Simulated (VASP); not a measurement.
Write the native input for VASP 6.6.1 that does the following.

```yaml
Task: electric field gradients
Functional: LDA
Potentials_or_basis: VASP PAW LDA potentials, release 64 (Ga_d, As)
Cutoff: 520 eV
k_mesh: 10 × 10 × 10
Occupations: fermi-dirac, width 0.08 eV
Spin: no spin polarisation
Dipole_correction: no
Further_INCAR_settings: ALGO = Normal; EDIFF = 1e-08; NBANDS = 16
```

The structure of GaAs lies in POSCAR:

```
GaAs
1.0
    0.0000000000      2.7886446409      2.7886446409
    2.7886446409      0.0000000000      2.7886446409
    2.7886446409      2.7886446409      0.0000000000
Ga As
1 1
Direct
    0.0000000000      0.0000000000      0.0000000000
    0.7500000000      0.7500000000      0.7500000000
```

This cell differs from its parent crystal: volume scaled by 0.96.

One way to write it, as run:

INCAR

```
PREC = Accurate ; ENCUT = 520
EDIFF = 1E-8 ; ISMEAR = -1
SIGMA = 0.08 ; LREAL = False
LASPH = True ; NELM = 80
ALGO = Normal ; ISIF = 2
LWAVE = False ; LCHARG = False
GGA = CA ; LEFG = True
NBANDS = 16
```

KPOINTS

```
regular mesh
0
Gamma
  10 10 10
```

Potentials or basis: VASP PAW LDA potentials, release 64 (Ga_d, As).

The run is started by

```sh
$ cat potpaw_LDA.64/Ga_d/POTCAR potpaw_LDA.64/As/POTCAR > POTCAR
$ mpirun -np 1 vasp_std > vasp.out
```

Results of the run:

```
Pressure               : 1.4 GPa
Band gap on the k mesh : 0.64 eV, direct
```

Caveat: without QUAD_EFG the Cq values of the log hold for a quadrupole moment of 1 mb, not for the nuclei.

It used 42 s of CPU time on 1 thread of AMD EPYC 7R13 Processor (Zen 3), on a shared host.
